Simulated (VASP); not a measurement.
# Cs3ScI6 (Fm-3m) in VASP: single point with LDA

Aim: the single point of Cs3ScI6 with LDA.

Everything below comes from runs of VASP 6.6.1. Logs are shortened: lines on timing, memory, paths and dates and some standing lists are left out, and cuts for length are marked.

### Step 1. The cell of the first run

It takes space group Fm-3m (No. 225, cubic). The conventional cell has a = 12.943 Å, b = 12.943 Å, c = 12.943 Å, α = 90.00°, β = 90.00°, γ = 90.00°. Within 4.7 Å of Cs (site symmetry m-3m) lie 6 I at 3.59 Å. Within 3.8 Å of Sc (site symmetry m-3m) lie 6 I at 2.88 Å. Within 3.8 Å of I (site symmetry 4mm) lie 1 Sc at 2.88 Å and 1 Cs at 3.59 Å.

### Step 2. Single point, LDA

Contents of INCAR:

```
PREC     = Accurate       # precision mode
ENCUT    = 520            # plane-wave cutoff, eV
EDIFF    = 1E-6           # SCF threshold, eV
ISMEAR   = 0              # smearing method
SIGMA    = 0.01           # smearing width, eV
LREAL    = F              # projectors in reciprocal space
LASPH    = T              # aspherical terms in the spheres
NELM     = 60             # most SCF steps
ALGO     = Normal         # electronic algorithm
ISIF     = 2              # what is computed and relaxed
LWAVE    = F              # write WAVECAR
LCHARG   = F              # write CHGCAR
GGA      = CA             # functional
NBANDS   = 51             # bands
```

Contents of KPOINTS:

```
regular mesh
0
Gamma
  3 3 3
```

Contents of POSCAR:

```
Cs3ScI6
1.0
    0.0000000000      6.4712540000      6.4712540000
    6.4712540000      0.0000000000      6.4712540000
    6.4712540000      6.4712540000      0.0000000000
Cs Sc I
3 1 6
Direct
    0.7500000000      0.7500000000      0.7500000000
    0.2500000000      0.2500000000      0.2500000000
    0.5000000000      0.5000000000      0.5000000000
    0.0000000000      0.0000000000      0.0000000000
    0.7772110000      0.2227890000      0.2227890000
    0.2227890000      0.2227890000      0.7772110000
    0.2227890000      0.7772110000      0.7772110000
    0.2227890000      0.7772110000      0.2227890000
    0.7772110000      0.2227890000      0.7772110000
    0.7772110000      0.7772110000      0.2227890000
```

Potentials or basis: VASP PAW LDA potentials, release 64 (Cs_sv, Sc_sv, I).

On the command line:

```
> cat potpaw_LDA.64/Cs_sv/POTCAR potpaw_LDA.64/Sc_sv/POTCAR potpaw_LDA.64/I/POTCAR > POTCAR
> mpirun -np 1 vasp_std > vasp.out
```

OUTCAR:

```text
PREC = Accurate
   ENCUT = 520
   EDIFF = 1E-6
   ISMEAR = 0
   LREAL = F
   LASPH = T
   NELM = 60
   ISIF = 2
   GGA = CA

 ion  position               nearest neighbor table
   1  0.750  0.750  0.750-
   2  0.250  0.250  0.250-
   3  0.500  0.500  0.500-
   4  0.000  0.000  0.000-   5 2.88   6 2.88   7 2.88   8 2.88   9 2.88  10 2.88
   5  0.777  0.223  0.223-   4 2.88
   6  0.223  0.223  0.777-   4 2.88
   7  0.223  0.777  0.777-   4 2.88
   8  0.223  0.777  0.223-   4 2.88
   9  0.777  0.223  0.777-   4 2.88
  10  0.777  0.777  0.223-   4 2.88

  LATTYP: Found a face centered cubic cell.
 ALAT       =    12.9425080000

  Lattice vectors:

 A1 = (   0.0000000000,   6.4712540000,   6.4712540000)
 A2 = (   6.4712540000,   0.0000000000,   6.4712540000)
 A3 = (   6.4712540000,   6.4712540000,   0.0000000000)

Analysis of symmetry for initial positions (statically):
=====================================================================
 Subroutine PRICEL returns:
 Original cell was already a primitive cell.

 Routine SETGRP: Setting up the symmetry group for a
 face centered cubic supercell.

 Subroutine GETGRP returns: Found 48 space group operations
 (whereof 48 operations were pure point group operations)
 out of a pool of 48 trial point group operations.

The static configuration has the point symmetry O_h .

Analysis of symmetry for dynamics (positions and initial velocities):
=====================================================================
 Subroutine PRICEL returns:
 Original cell was already a primitive cell.

 Routine SETGRP: Setting up the symmetry group for a
 face centered cubic supercell.

 Subroutine GETGRP returns: Found 48 space group operations
 (whereof 48 operations were pure point group operations)
 out of a pool of 48 trial point group operations.

The dynamic configuration has the point symmetry O_h .

 Subroutine INISYM returns: Found 48 space group operations
 (whereof 48 operations are pure point group operations),
 and found     1 'primitive' translations

----------------------------------------------------------------------------------------

                                     Primitive cell

  volume of cell :     541.9951

  direct lattice vectors                    reciprocal lattice vectors
     0.000000000  6.471254000  6.471254000    -0.077264777  0.077264777  0.077264777
     6.471254000  0.000000000  6.471254000     0.077264777 -0.077264777  0.077264777
     6.471254000  6.471254000  0.000000000     0.077264777  0.077264777 -0.077264777

  length of vectors
     9.151735172  9.151735172  9.151735172     0.133826520  0.133826520  0.133826520

  position of ions in fractional coordinates (direct lattice)
     0.750000000  0.750000000  0.750000000
     0.250000000  0.250000000  0.250000000
     0.500000000  0.500000000  0.500000000
     0.000000000  0.000000000  0.000000000
     0.777211000  0.222789000  0.222789000
     0.222789000  0.222789000  0.777211000
     0.222789000  0.777211000  0.777211000
     0.222789000  0.777211000  0.222789000
     0.777211000  0.222789000  0.777211000
     0.777211000  0.777211000  0.222789000

  ion indices of the primitive-cell ions
   primitive index   ion index
                 1           1
                 2           2
                 3           3
                 4           4
                 5           5
                 6           6
                 7           7
                 8           8
                 9           9
                10          10

----------------------------------------------------------------------------------------

 KPOINTS: regular mesh

Automatic generation of k-mesh.
 Grid dimensions read from file:
 generate k-points for:    3    3    3

 Generating k-lattice:

  Cartesian coordinates                     Fractional coordinates (reciprocal lattice)
    -0.025754926  0.025754926  0.025754926     0.333333333  0.000000000  0.000000000
     0.025754926 -0.025754926  0.025754926     0.000000000  0.333333333  0.000000000
     0.025754926  0.025754926 -0.025754926     0.000000000  0.000000000  0.333333333

  Length of vectors
     0.044608840  0.044608840  0.044608840

  Shift w.r.t. Gamma in fractional coordinates (k-lattice)
     0.000000000  0.000000000  0.000000000

 Subroutine IBZKPT returns following result:
 ===========================================

 Found      4 irreducible k-points:

 Following reciprocal coordinates:
            Coordinates               Weight
  0.000000  0.000000  0.000000      1.000000
  0.333333  0.000000  0.000000      8.000000
  0.333333  0.333333  0.000000      6.000000
 -0.333333  0.333333  0.000000     12.000000
   k-points           NKPTS =      4   k-points in BZ     NKDIM =      4   number of bands    NBANDS=     51
   number of dos      NEDOS =    301   number of ions     NIONS =     10
   total plane-waves  NPLWV = 343000
   dimension x,y,z NGX =    70 NGY =   70 NGZ =   70
   dimension x,y,z NGXF=   140 NGYF=  140 NGZF=  140
   ions per type =               3   1   6
   NGX,Y,Z   is equivalent  to a cutoff of  12.72, 12.72, 12.72 a.u.
   NGXF,Y,Z  is equivalent  to a cutoff of  25.43, 25.43, 25.43 a.u.
 SYSTEM =  unknown system
   PREC   = accura    normal or accurate (medium, high low for compatibility)
   ISTART =      0    job   : 0-new  1-cont  2-samecut
   ICHARG =      2    charge: 1-file 2-atom 10-const
   ISPIN  =      1    spin polarized calculation?
   LNONCOLLINEAR =      F non collinear calculations
   LSORBIT =      F    spin-orbit coupling
   LASPH  =      T    aspherical Exc in radial PAW
   ENCUT  =  520.0 eV  38.22 Ry    6.18 a.u.  17.02 17.02 17.02*2*pi/ulx,y,z
   NELM   =     60;   NELMIN=  2; NELMDL= -5     # of ELM steps
   EDIFF  = 0.1E-05   stopping-criterion for ELM
   LREAL  =      F    real-space projection
   EDIFFG = 0.1E-04   stopping-criterion for IOM
   NSW    =      0    number of steps for IOM
   IBRION =     -1    ionic relax: 0-MD 1-quasi-New 2-CG
   NFREE  =      0    steps in history (QN), initial steepest desc. (CG)
   ISIF   =      2    stress and relaxation
   ISYM   =      2    0-nonsym 1-usesym 2-fastsym
   POTIM  = 0.5000    time-step for ionic-motion
   TEBEG  =    0.0;   TEEND  =   0.0 temperature during run
   PSTRESS=    0.0 pullay stress
   NELECT =      80.0000    total number of electrons
   NUPDOWN=      -1.0000    fix difference up-down
   EMIN   =  10.00;   EMAX   =-10.00  energy-range for DOS
   EFERMI =   0.00;   METHOD = LEGACY
   ISMEAR =     0;   SIGMA  =   0.01  broadening in eV -4-tet -1-fermi 0-gaus
   EFERMI_NEDOS =   21; number of points for ismear=-14 and -15
   IALGO  =     38    algorithm
   IMIX   =      4    mixing-type and parameters
     AMIX     =   0.40;   BMIX     =  1.00
     AMIX_MAG =   1.60;   BMIX_MAG =  1.00
  volume/ion in A,a.u.               =      54.20       365.76
  Fermi-wavevector in a.u.,A,eV,Ry     =   0.865180  1.634953 10.184452  0.748536
  Thomas-Fermi vector in A             =   1.983385
   LORBIT       =      0    0 simple, 1 ext, 2 COOP (PROOUT), +10 PAW based schemes
   GGA     = CA    functional components
   LHFCALC =     F    Hartree Fock is set to
   AEXX    =    0.0000 exact exchange contribution
   IVDW    =     0    specifies the selected vdW correction
   LEPSILON=     F    determine dielectric tensor
   LRPA    =     F    only Hartree local field effects (RPA)
 non-spin polarized calculation
 Gauss-broadening in eV      SIGMA  =   0.01
  energy-cutoff  :      520.00
  volume of cell :      542.00
 maximum number of plane-waves:     14611
 NGX is ok and might be reduce to    70
   NGX = 35   NGY = 35   NGZ = 35

 number of electron      79.9999997 magnetization

 Free energy of the ion-electron system (eV)
  ---------------------------------------------------
  ext. energy  EPLUGINS =         0.00000000
  ---------------------------------------------------
  free energy    TOTEN  =       -35.31783206 eV

  energy without entropy =      -35.31783206  energy(sigma->0) =      -35.31783206

 E-fermi :   0.0459     XC(G=0):  -7.3011

 val. band max:       -0.0189044220   @ k =   0.0000   0.0000   0.0000
 cond. band min:       2.3282326169   @ k =   0.3333   0.3333   0.0000
 fundamental gap:      2.3471370389
 Fermi energy:         0.0458704726

 k-point     1 :       0.0000    0.0000    0.0000
  band No.  band energies     occupation
      1     -48.7855      2.00000
      2     -27.7227      2.00000
      3     -27.7227      2.00000
      4     -27.7227      2.00000
      5     -20.9693      2.00000
      6     -20.9689      2.00000
[... 43 lines left out ...]
     50       4.9128      0.00000
     51       4.9453      0.00000

 k-point     2 :       0.3333    0.0000    0.0000
  band No.  band energies     occupation
      1     -48.7855      2.00000
      2     -27.7227      2.00000
      3     -27.7227      2.00000
      4     -27.7227      2.00000
      5     -20.9692      2.00000
      6     -20.9690      2.00000
[... 43 lines left out ...]
     50       4.8952      0.00000
     51       5.1030      0.00000

 k-point     3 :       0.3333    0.3333    0.0000
  band No.  band energies     occupation
      1     -48.7855      2.00000
      2     -27.7227      2.00000
      3     -27.7227      2.00000
      4     -27.7227      2.00000
      5     -20.9692      2.00000
      6     -20.9690      2.00000
[... 43 lines left out ...]
     50       5.2794      0.00000
     51       5.3029      0.00000

 k-point     4 :      -0.3333    0.3333    0.0000
  band No.  band energies     occupation
      1     -48.7855      2.00000
      2     -27.7227      2.00000
      3     -27.7227      2.00000
      4     -27.7227      2.00000
      5     -20.9691      2.00000
      6     -20.9691      2.00000
[... 43 lines left out ...]
     50       5.3908      0.00000
     51       5.4364      0.00000

------------------------ aborting loop because EDIFF is reached ----------------------------------------

  FORCE on cell =-STRESS in cart. coord.  units (eV):
  Direction    XX          YY          ZZ          XY          YZ          ZX
  --------------------------------------------------------------------------------------
  -------------------------------------------------------------------------------------
  Total       -4.6885639     -4.6885639     -4.6885639      0.0000000      0.0000000      0.0000000
  in kB      -13.8597401    -13.8597401    -13.8597401      0.0000000      0.0000000      0.0000000
  external PRESSURE =     -13.8597401 kB  Pullay stress =       0.0000000 kB

 VOLUME and BASIS-vectors are now :
 -----------------------------------------------------------------------------
  energy-cutoff  :      520.00
  volume of cell :      542.00
      direct lattice vectors                 reciprocal lattice vectors
     0.000000000  6.471254000  6.471254000    -0.077264777  0.077264777  0.077264777
     6.471254000  0.000000000  6.471254000     0.077264777 -0.077264777  0.077264777
     6.471254000  6.471254000  0.000000000     0.077264777  0.077264777 -0.077264777

 POSITION                                       TOTAL-FORCE (eV/Angst)
 -----------------------------------------------------------------------------------
      9.70688      9.70688      9.70688         0.000000      0.000000     -0.000000
      3.23563      3.23563      3.23563         0.000000      0.000000     -0.000000
      6.47125      6.47125      6.47125         0.000000      0.000000     -0.000000
      0.00000      0.00000      0.00000         0.000000      0.000000     -0.000000
      2.88345      6.47125      6.47125        -0.184890      0.000000     -0.000000
      6.47125      6.47125      2.88345         0.000000      0.000000     -0.184890
     10.05906      6.47125      6.47125         0.184890      0.000000     -0.000000
      6.47125      2.88345      6.47125         0.000000     -0.184890     -0.000000
      6.47125     10.05906      6.47125         0.000000      0.184890     -0.000000
      6.47125      6.47125     10.05906         0.000000      0.000000      0.184890
 -----------------------------------------------------------------------------------
    total drift:                                0.000000      0.000000      0.000000

  FREE ENERGIE OF THE ION-ELECTRON SYSTEM (eV)
  ---------------------------------------------------
  free  energy   TOTEN  =       -35.3178320599 eV

  energy  without entropy=      -35.3178320599  energy(sigma->0) =      -35.31783206
```

It took 2.9 min on 1 thread of AMD EPYC 7R43 (Zen 3), shared host; peak memory 0.52 GiB.

What came out:

* Free energy: -35.3178 eV
* Pressure: -1.4 GPa
* Largest force: 0.185 eV/Å
* Band gap on the k mesh: 2.35 eV, indirect (least direct gap 2.36 eV)

Forces in eV/Å, atoms in the order of the input:
```
Cs   0.000  0.000  0.000
Cs   0.000  0.000  0.000
Cs   0.000  0.000  0.000
Sc   0.000  0.000  0.000
I   -0.185  0.000  0.000
I    0.000  0.000 -0.185
I    0.185  0.000  0.000
I    0.000 -0.185  0.000
I    0.000  0.185  0.000
I    0.000  0.000  0.185
```

Caveat: spin-orbit coupling is left out, which moves the levels of the heavy elements.
